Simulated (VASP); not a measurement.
Cl:

```
Cl
1.0
     3.14500   -2.25000    0.00000
     3.14500    2.25000    0.00000
     0.00000    0.00000    8.21000
Cl
4
Direct
  0.37000 0.63000 0.40000
  0.13000 0.87000 0.90000
  0.63000 0.37000 0.60000
  0.87000 0.13000 0.10000
```

| Property | Result |
| --- | --- |
| Program | VASP 6.6.1 |
| Task | relaxation of cell and atoms |
| Functional | PBE |
| Dispersion | D4 |
| Potentials or basis | VASP PAW PBE potentials, release 64 (Cl) |
| Cutoff | 600 eV |
| k mesh | 7 × 7 × 4 |
| Occupations | fermi-dirac, width 0.05 eV |
| Spin | no spin polarisation |

At the start: pressure -0.7 GPa; volume 29.05 Å³/atom.

Q: Where does the relaxation end?

A: Over 21 steps the energy falls by 11.1 meV/atom and the volume is 27.08 Å³/atom (-6.8 %); space group Cmce (No. 64, to 0.1 Å) before and after.

The path:
| step | energy change (eV) | largest force (eV/Å) | pressure (GPa) | volume (Å³) |
| --- | --- | --- | --- | --- |
| 1 | 0.0000 | 0.1571 | -0.73 | 116.19 |
| 2 | -0.0004 | 0.4726 | 0.53 | 113.98 |
| 3 | -0.0058 | 0.1798 | -0.10 | 115.05 |
| 4 | -0.0119 | 0.1673 | -0.09 | 114.16 |
| 5 | -0.0269 | 0.1283 | -0.01 | 111.50 |
| 6 | -0.0355 | 0.0786 | 0.44 | 106.23 |
| 7 | -0.0368 | 0.0934 | 0.27 | 107.83 |
| 8 | -0.0264 | 0.4027 | -0.92 | 109.08 |
| 9 | -0.0377 | 0.0242 | 0.00 | 108.10 |
| 10 | -0.0389 | 0.0255 | -0.02 | 108.30 |
| 11 | -0.0416 | 0.0309 | -0.07 | 108.90 |
| 12 | -0.0428 | 0.0562 | -0.18 | 110.00 |
| 13 | -0.0400 | 0.2028 | 0.45 | 109.27 |
| 14 | -0.0430 | 0.0107 | -0.05 | 109.85 |
| 15 | -0.0434 | 0.0101 | -0.05 | 109.57 |
| 16 | -0.0442 | 0.0129 | -0.02 | 108.73 |
| 17 | -0.0438 | 0.0274 | 0.04 | 107.06 |
| 18 | -0.0443 | 0.0176 | 0.00 | 108.15 |
| 19 | -0.0440 | 0.0726 | 0.21 | 108.01 |
| 20 | -0.0444 | 0.0067 | 0.04 | 108.12 |
| 21 | -0.0445 | 0.0048 | 0.02 | 108.33 |

Final structure:
```yaml
crystal:
  lattice:
    - [3.26088, -2.05512, 0.00000]
    - [3.26088, 2.05512, 0.00000]
    - [0.00000, 0.00000, 8.08245]
  atoms:
    - { symbol: Cl, position: [0.37563, 0.62437, 0.39232] }
    - { symbol: Cl, position: [0.12437, 0.87563, 0.89232] }
    - { symbol: Cl, position: [0.62437, 0.37563, 0.60768] }
    - { symbol: Cl, position: [0.87563, 0.12437, 0.10768] }
```
